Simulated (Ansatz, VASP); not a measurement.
# One calculation of BaS, two programs

Contents of POSCAR:

```
BaS
1.0
    0.0000000000      3.5161364223      3.5161364223
    3.5161364223      0.0000000000      3.5161364223
    3.5161364223      3.5161364223      0.0000000000
Ba S
1 1
Direct
    0.0000000000      0.0000000000      0.0000000000
    0.2500000000      0.2500000000      0.2500000000
```

INCAR.step1

```
PREC = Accurate
ENCUT = 520
ISMEAR = -1
SIGMA = 0.08
LREAL = F
LASPH = T
NELM = 100
NBANDS = 15
GGA = PE
ALGO = Normal
EDIFF = 1E-4
LWAVE = T
LCHARG = F
```

INCAR.step2

```
PREC = Accurate
ENCUT = 520
EDIFF = 1E-8
ISMEAR = -1
SIGMA = 0.08
LREAL = F
LASPH = T
NELM = 100
ALGO = Normal
ISIF = 2
LWAVE = F
LCHARG = F
METAGGA = R2SCAN
LMIXTAU = T
LEFG = T
NBANDS = 15
ISTART = 1
```

Contents of KPOINTS:

```
Automatic mesh
0
Gamma
  9 9 9
```

Input for Ansatz:

```yaml
crystal:
  lattice:
    - [0.0, 3.5161364223, 3.5161364223]
    - [3.5161364223, 0.0, 3.5161364223]
    - [3.5161364223, 3.5161364223, 0.0]
  atoms:
    - { symbol: Ba, position: [0.0, 0.0, 0.0] }
    - { symbol: S, position: [0.25, 0.25, 0.25] }
kpoints:
  mp_grid: { grid: [9, 9, 9] }
  band_path:
    path:
      - [0.0, 0.0, 0.0]
      - [-0.5, -0.5, 0.0]
      - [-0.375, -0.375, 0.25]
      - [-0.375, 0.0, 0.375]
      - [0.0, 0.0, 0.0]
      - [0.0, 0.0, 0.5]
      - [-0.5, -0.25, 0.25]
      - [-0.5, -0.5, 0.0]
    npoints: 5
scf:
  occupations: { method: fermi_dirac, width: 0.08 }
hamiltonian:
  xc: r2scan
  pseudopotentials: { kind: paw }
output:
  forces: true
  stress: true
  eigenvalues: true
  efg: { contact_densities: true }
  write_density: true
  write_potential: true
  elf: true
  volumetric_format: npy
```

Alike in both runs: task electric field gradients; functional r2SCAN; k mesh 9 × 9 × 9; occupations fermi-dirac, width 0.08 eV; no spin polarisation.

|  | VASP | Ansatz |
| --- | --- | --- |
| version | VASP 6.6.1 | Ansatz 0.2.0 |
| potentials or method | VASP PAW PBE potentials, release 64 (Ba_sv, S) | PAW with Ansatz's default frozen-core files, scalar-relativistic |
| plane-wave cutoff (eV) | 520 | 500 |
| valence electrons in the cell | 16 | 16 |

|  | VASP | Ansatz | Ansatz less VASP |
| --- | --- | --- | --- |
| gap on the k mesh at the Fermi level (eV) | 3.11 | 3.10 | -0.015 |
| pressure (GPa) | 0.5 | 0.1 | -0.41 |

VASP's potentials were made for PBE, not for r2SCAN.

Neither program's run includes spin-orbit coupling.
